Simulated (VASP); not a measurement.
# Ge in VASP: a series of runs, part 2 of 2

VASP 6.6.1. The steps go on from the part before.

**3. Electric field gradients, PBE, non-collinear spin, zero start, spin-orbit coupling**

This run uses another cell than the first one, of 22.64 Å³/atom.

File INCAR:

```
ALGO     = Normal         # electronic algorithm
EDIFF    = 1E-8           # SCF threshold, eV
ENCUT    = 520            # plane-wave cutoff, eV
GGA      = PE             # functional
GGA_COMPAT= F            
ISIF     = 2              # what is computed and relaxed
ISMEAR   = -1             # smearing method
LASPH    = T              # aspherical terms in the spheres
LCHARG   = F              # write CHGCAR
LEFG     = T            
LNONCOLLINEAR= T              # non-collinear magnetism
LORBIT   = 11             # projections on sites
LORBMOM  = T            
LREAL    = F              # projectors in reciprocal space
LSORBIT  = T              # spin-orbit coupling
LWAVE    = F              # write WAVECAR
MAGMOM   = 0 0 0 0 0 0    # initial moments
NBANDS   = 40             # bands
NELM     = 150            # most SCF steps
PREC     = Accurate       # precision mode
SIGMA    = 0.05           # smearing width, eV
```

File KPOINTS:

```
k-points
0
Gamma
  10 10 10
```

File POSCAR:

```
Ge
1.0
    0.0000000000      2.8287700000      2.8287700000
    2.8287700000      0.0000000000      2.8287700000
    2.8287700000      2.8287700000      0.0000000000
Ge
2
Direct
    0.5000000000      0.5000000000      0.5000000000
    0.7500000000      0.7500000000      0.7500000000
```

Potentials or basis: VASP PAW PBE potentials, release 64 (Ge_d).

Started as:

```sh
> cat potpaw_PBE.64/Ge_d/POTCAR > POTCAR
> mpirun -np 1 vasp_ncl > vasp.out
```

OUTCAR:

```text
EDIFF = 1E-8
   ENCUT = 520
   GGA = PE
   ISIF = 2
   ISMEAR = -1
   LASPH = T
   LNONCOLLINEAR = T
   LORBIT = 11
   LREAL = F
   LSORBIT = T
   NELM = 150
   PREC = Accurate

 ion  position               nearest neighbor table
   1  0.500  0.500  0.500-   2 2.45   2 2.45   2 2.45   2 2.45
   2  0.750  0.750  0.750-   1 2.45   1 2.45   1 2.45   1 2.45

  LATTYP: Found a face centered cubic cell.
 ALAT       =     5.6575400000

  Lattice vectors:

 A1 = (   0.0000000000,   2.8287700000,   2.8287700000)
 A2 = (   2.8287700000,   0.0000000000,   2.8287700000)
 A3 = (   2.8287700000,   2.8287700000,   0.0000000000)

Analysis of symmetry for initial positions (statically):
=====================================================================
 Subroutine PRICEL returns:
 Original cell was already a primitive cell.

 Routine SETGRP: Setting up the symmetry group for a
 face centered cubic supercell.

 Subroutine GETGRP returns: Found 48 space group operations
 (whereof 24 operations were pure point group operations)
 out of a pool of 48 trial point group operations.

The static configuration has the point symmetry T_d .
 The point group associated with its full space group is O_h .

Analysis of symmetry for dynamics (positions and initial velocities):
=====================================================================
 Subroutine PRICEL returns:
 Original cell was already a primitive cell.

 Routine SETGRP: Setting up the symmetry group for a
 face centered cubic supercell.

 Subroutine GETGRP returns: Found 48 space group operations
 (whereof 24 operations were pure point group operations)
 out of a pool of 48 trial point group operations.

The dynamic configuration has the point symmetry T_d .
 The point group associated with its full space group is O_h .

Analysis of structural, dynamic, and magnetic symmetry:
=====================================================================
 Subroutine PRICEL returns:
 Original cell was already a primitive cell.

 Routine SETGRP: Setting up the symmetry group for a
 face centered cubic supercell.

 Subroutine GETGRP returns: Found 48 space group operations
 (whereof 24 operations were pure point group operations)
 out of a pool of 48 trial point group operations.

The overall configuration has the point symmetry T_d .
 The point group associated with its full space group is O_h .

 Subroutine INISYM returns: Found 48 space group operations
 (whereof 24 operations are pure point group operations),
 and found     1 'primitive' translations

----------------------------------------------------------------------------------------

                                     Primitive cell

  volume of cell :      45.2713

  direct lattice vectors                    reciprocal lattice vectors
     0.000000000  2.828770000  2.828770000    -0.176755268  0.176755268  0.176755268
     2.828770000  0.000000000  2.828770000     0.176755268 -0.176755268  0.176755268
[... 1205 lines left out ...]
  free  energy   TOTEN  =        -9.0248763773 eV

  energy  without entropy=       -9.0243776507  energy(sigma->0) =       -9.02462701

 Electric field gradients (V/A^2)
---------------------------------------------------------------------
 ion       V_xx      V_yy      V_zz      V_xy      V_xz      V_yz
---------------------------------------------------------------------
   1      -0.000    -0.000    -0.000     0.004     0.004     0.004
   2      -0.000    -0.000    -0.000     0.004     0.004     0.004
---------------------------------------------------------------------

 Electric field gradients after diagonalization (V/A^2)
 (convention: |V_zz| > |V_xx| > |V_yy|)
----------------------------------------------------------------------
 ion       V_xx      V_yy      V_zz     asymmetry (V_yy - V_xx)/ V_zz
----------------------------------------------------------------------
   1      -0.004    -0.004     0.007       0.000
   2      -0.004    -0.004     0.007       0.000
----------------------------------------------------------------------

           NMR quadrupolar parameters

 Cq : quadrupolar parameter    Cq=e*Q*V_zz/h
 eta: asymmetry parameters     (V_yy - V_xx)/ V_zz
 Q  : nuclear electric quadrupole moment in mb (millibarn)
----------------------------------------------------------------------
 ion       Cq(MHz)       eta       Q (mb)
----------------------------------------------------------------------
   1       0.000       0.000       1.000
   2       0.000       0.000       1.000
----------------------------------------------------------------------

 orbital moment (x)

 # of ion     p       d       tot
 ----------------------------------------
  1         0.000   0.000   0.000
  2         0.000  -0.000   0.000
 ----------------------------------------
            0.000  -0.000   0.000

 orbital moment (y)

 # of ion     p       d       tot
 ----------------------------------------
  1        -0.000   0.000  -0.000
  2        -0.000  -0.000  -0.000
 ----------------------------------------
           -0.000  -0.000  -0.000

 orbital moment (z)

 # of ion     p       d       tot
 ----------------------------------------
  1         0.000   0.000   0.000
  2        -0.000  -0.000  -0.000
 ----------------------------------------
           -0.000   0.000  -0.000

 Spin-Orbit-Coupling matrix elements

 Ion:    1  E_soc:     -0.0183374
 l=   1
     0.0000000    -0.0021056    -0.0021056
    -0.0021056     0.0000000    -0.0021056
    -0.0021056    -0.0021056     0.0000000
 l=   2
     0.0000000    -0.0001900     0.0000000    -0.0001900    -0.0007606
    -0.0001900     0.0000000    -0.0005705    -0.0001900    -0.0001902
     0.0000000    -0.0005705     0.0000000    -0.0005705     0.0000000
    -0.0001900    -0.0001900    -0.0005705     0.0000000    -0.0001902
    -0.0007606    -0.0001902     0.0000000    -0.0001902     0.0000000
 l=   3
     0.0000000     0.0000000     0.0000000     0.0000000     0.0000000     0.0000000     0.0000000
     0.0000000     0.0000000     0.0000000     0.0000000     0.0000000     0.0000000     0.0000000
     0.0000000     0.0000000     0.0000000     0.0000000     0.0000000     0.0000000     0.0000000
     0.0000000     0.0000000     0.0000000     0.0000000     0.0000000     0.0000000     0.0000000
     0.0000000     0.0000000     0.0000000     0.0000000     0.0000000     0.0000000     0.0000000
     0.0000000     0.0000000     0.0000000     0.0000000     0.0000000     0.0000000     0.0000000
     0.0000000     0.0000000     0.0000000     0.0000000     0.0000000     0.0000000     0.0000000

 Ion:    2  E_soc:     -0.0183374
 l=   1
     0.0000000    -0.0021056    -0.0021056
    -0.0021056     0.0000000    -0.0021056
    -0.0021056    -0.0021056     0.0000000
 l=   2
     0.0000000    -0.0001900     0.0000000    -0.0001900    -0.0007606
    -0.0001900     0.0000000    -0.0005705    -0.0001900    -0.0001902
     0.0000000    -0.0005705     0.0000000    -0.0005705     0.0000000
    -0.0001900    -0.0001900    -0.0005705     0.0000000    -0.0001902
    -0.0007606    -0.0001902     0.0000000    -0.0001902     0.0000000
 l=   3
     0.0000000     0.0000000     0.0000000     0.0000000     0.0000000     0.0000000     0.0000000
     0.0000000     0.0000000     0.0000000     0.0000000     0.0000000     0.0000000     0.0000000
     0.0000000     0.0000000     0.0000000     0.0000000     0.0000000     0.0000000     0.0000000
     0.0000000     0.0000000     0.0000000     0.0000000     0.0000000     0.0000000     0.0000000
     0.0000000     0.0000000     0.0000000     0.0000000     0.0000000     0.0000000     0.0000000
     0.0000000     0.0000000     0.0000000     0.0000000     0.0000000     0.0000000     0.0000000
     0.0000000     0.0000000     0.0000000     0.0000000     0.0000000     0.0000000     0.0000000

 total charge

# of ion       s       p       d       tot
------------------------------------------
    1        1.130   1.265  10.024  12.418
    2        1.130   1.265  10.024  12.418
--------------------------------------------------
tot          2.259   2.530  20.048  24.837

 magnetization (x)

# of ion       s       p       d       tot
------------------------------------------
    1       -0.000  -0.000   0.000  -0.000
    2       -0.000  -0.000   0.000  -0.000
--------------------------------------------------
tot         -0.000  -0.000   0.000  -0.000

 magnetization (y)

# of ion       s       p       d       tot
------------------------------------------
    1       -0.000   0.000   0.000  -0.000
    2       -0.000   0.000   0.000  -0.000
--------------------------------------------------
tot         -0.000   0.000   0.000  -0.000

 magnetization (z)

# of ion       s       p       d       tot
------------------------------------------
    1       -0.000   0.000  -0.000   0.000
    2       -0.000  -0.000  -0.000  -0.000
--------------------------------------------------
tot         -0.000   0.000  -0.000  -0.000
```

It took 1.7 min on 1 thread of Intel Xeon 6975P-C (Granite Rapids), shared host; peak memory 0.33 GiB.

What came out:

* Free energy: -9.0249 eV
* Pressure: 3.6 GPa
* Net moment: 0.00 μB per cell
* Largest electric field gradient by atom: zero within the noise of the run
* Valence electrons inside the program's atomic spheres: Ge 12.42

Moments on the atoms (μB; x, y, z):
```
Ge  0.00 0.00 0.00
Ge  0.00 0.00 0.00
```

Caveat: the cell stands under pressure.
